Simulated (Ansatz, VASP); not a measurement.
One calculation of CoO, two programs

```
CELL_PARAMETERS angstrom
0.00000 2.13150 -2.13150
0.00000 2.13150 2.13150
4.26300 0.00000 0.00000
ATOMIC_POSITIONS crystal
Co 0.00000 0.00000 0.00000
Co 0.50000 0.50000 0.50000
O 0.00000 0.00000 0.50000
O 0.50000 0.50000 0.00000
```

Alike in both runs: task single point; functional PBE; k mesh 5 × 5 × 3; occupations gaussian, width 0.05 eV; collinear spin; Hubbard terms Co d U = 3.3 eV.

|  | VASP | Ansatz |
| --- | --- | --- |
| version | VASP 6.6.1 | Ansatz 0.2.0 |
| potentials or method | VASP PAW PBE potentials, release 64 (Co, O), cutoff 520 eV | scalar-relativistic, plane waves, PAW |
| valence electrons in the cell | 30 | 46 |

```tsv
	VASP	Ansatz	Ansatz less VASP
gap on the k mesh at the Fermi level (eV)	0.55	1.63	+1.073
least direct gap on the mesh (eV)	1.41	2.25	+0.835
pressure (GPa)	4.7	8.4	+3.75
net moment per atom (μB)	0.00	0.00	0.000
size of the moment on the site where the two differ most (μB)	2.75	2.59	-0.155
```

Site moments also hang on the region over which each program counts them. The programs project onto different local orbitals, so the same U acts differently, and such runs can settle in different states. VASP's potentials hold 30 valence electrons a cell and Ansatz's 46, so a difference there can come from the potentials and not from the codes. Ansatz's warnings: stability check not made.

The k mesh is coarse, so the values compare programs but aren't converged.
